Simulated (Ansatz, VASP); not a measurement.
**Mg in VASP and in Ansatz**

INCAR

```
PREC     = Accurate       # precision mode
ENCUT    = 520            # plane-wave cutoff, eV
EDIFF    = 1E-6           # SCF threshold, eV
ISMEAR   = -1             # smearing method
SIGMA    = 0.1            # smearing width, eV
LREAL    = False          # projectors in reciprocal space
LASPH    = True           # aspherical terms in the spheres
NELM     = 100            # most SCF steps
ALGO     = Normal         # electronic algorithm
ISIF     = 2              # what is computed and relaxed
LWAVE    = False          # write WAVECAR
LCHARG   = False          # write CHGCAR
GGA      = PS             # functional
NBANDS   = 12             # bands
```

File KPOINTS:

```
Automatic mesh
0
Gamma
  13 13 4
```

Contents of POSCAR:

```
Mg
1.0
    3.2986674643      0.0000000000      0.0000000000
   -1.6493337321      2.8567298227      0.0000000000
    0.0000000000      0.0000000000     10.7283637140
Mg
4
Direct
    0.0000000000      1.0000000000      0.0000000000
    0.0000000000      0.0000000000      0.5000000000
    0.3333333333      0.6666666667      0.2500000000
    0.6666666667      0.3333333333      0.7500000000
```

Input for Ansatz:

```yaml
crystal:
  lattice:
    - [3.2986674643, 0.0, 0.0]
    - [-1.6493337321, 2.8567298227, 0.0]
    - [0.0, 0.0, 10.728363714]
  atoms:
    - { symbol: Mg, position: [0.0, 1.0, 0.0] }
    - { symbol: Mg, position: [0.0, 0.0, 0.5] }
    - { symbol: Mg, position: [0.3333333333, 0.6666666667, 0.25] }
    - { symbol: Mg, position: [0.6666666667, 0.3333333333, 0.75] }
hamiltonian:
  xc: pbesol
  pseudopotentials:
    kind: paw
    azcp:
      Mg: "pseudopotentials/Mg.paw.azcp"
basis:
  ecutwfc: 420
  fft_grid_basis: typed
kpoints:
  mp_grid: { grid: [13, 13, 4], shift: [0, 0, 0] }
magnetization:
  spin_polarized: false
scf:
  occupations: { method: fermi_dirac, width: 0.1 }
  lower_state_search: "off"
output:
  stress: true
```

Alike in both runs: task single point; functional PBEsol; k mesh 13 × 13 × 4; occupations fermi-dirac, width 0.1 eV; no spin polarisation.

|  | VASP | Ansatz |
| --- | --- | --- |
| version | VASP 6.6.1 | Ansatz 0.2.0 |
| potentials or method | VASP PAW PBE potentials, release 64 (Mg), cutoff 520 eV | plane waves (420 eV) with PAW, scalar-relativistic |
| valence electrons in the cell | 8 | 40 |

```tsv
	VASP	Ansatz	Ansatz less VASP
pressure (GPa)	-3.3	-3.3	+0.07
traceless stress, the component that is largest in VASP (GPa)	0.05	0.05	+0.001
```

VASP's potentials were made for PBE, not for PBEsol, and Ansatz warns of the same on its side. VASP's potentials hold 8 valence electrons a cell and Ansatz's 40, so a difference there can come from the potentials and not from the codes.
